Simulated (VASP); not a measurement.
Here is a VASP 6.6.1 calculation.

Contents of INCAR:

```
SYSTEM = AlN
  ALGO = Normal
  EDIFF = 1E-6
  ENCUT = 600
  GGA = PE
  GGA_COMPAT = .FALSE.
  ISIF = 2
  ISMEAR = -1
  IVDW = 13
  LASPH = .TRUE.
  LCHARG = .FALSE.
  LREAL = .FALSE.
  LWAVE = .FALSE.
  NBANDS = 11
  NELM = 120
  PREC = Accurate
  SIGMA = 0.05
```

File KPOINTS:

```
k-points
0
G
  10 10 10
  0 0 0
```

File POSCAR:

```
AlN
1.0
    0.0000000000      2.2127336128      2.2127336128
    2.2127336128      0.0000000000      2.2127336128
    2.2127336128      2.2127336128      0.0000000000
Al N
1 1
Direct
    0.0000000000      0.0000000000      0.0000000000
    0.2500000000      0.2500000000      0.2500000000
```

Potentials or basis: VASP PAW PBE potentials, release 64 (Al, N).

Launch:

```console
$ cat potpaw_PBE.64/Al/POTCAR potpaw_PBE.64/N/POTCAR > POTCAR
$ mpirun -np 1 vasp_std > vasp.out
```

Predict the pressure.

-7.6 GPa.

Predict the band gap on the k mesh.

3.30 eV, indirect (least direct gap 3.85 eV).

A k mesh can miss the band edges.
